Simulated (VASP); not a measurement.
The system is HfN (vib).

```
Hf N
1.0
     0.00000    2.25586    2.25586
     2.25586    0.00000    2.25586
     2.25586    2.25586    0.00000
Hf N
1 1
Direct
  0.00000 0.00000 0.00000
  0.50000 0.50000 0.50000
```

- Program: VASP 6.6.1
- Task: relaxation of cell and atoms
- Functional: LDA
- Potentials or basis: VASP PAW LDA potentials, release 64 (Hf_pv, N)
- Cutoff: 600 eV
- k mesh: 12 × 12 × 12
- Occupations: gaussian, width 0.1 eV
- Spin: no spin polarisation

At the start: pressure -9.7 GPa; volume 11.48 Å³/atom.

Task: Where does the relaxation end?

Result: Over 4 steps the energy falls by 11.8 meV/atom and the volume is 11.10 Å³/atom (-3.3 %); space group Fm-3m (No. 225, to 0.05 Å).

The path:
| step | energy change (eV) | largest force (eV/Å) | pressure (GPa) | volume (Å³) |
| --- | --- | --- | --- | --- |
| 1 | 0.0000 | 0.0000 | -9.67 | 22.96 |
| 2 | 0.0813 | 0.0000 | 24.40 | 20.73 |
| 3 | -0.0237 | 0.0000 | -0.25 | 22.21 |
| 4 | -0.0237 | 0.0000 | -0.02 | 22.20 |

Final structure:
```
CELL_PARAMETERS angstrom
0.00000 2.23066 2.23066
2.23066 0.00000 2.23066
2.23066 2.23066 0.00000
ATOMIC_POSITIONS crystal
Hf 0.00000 0.00000 0.00000
N 0.50000 0.50000 0.50000
```
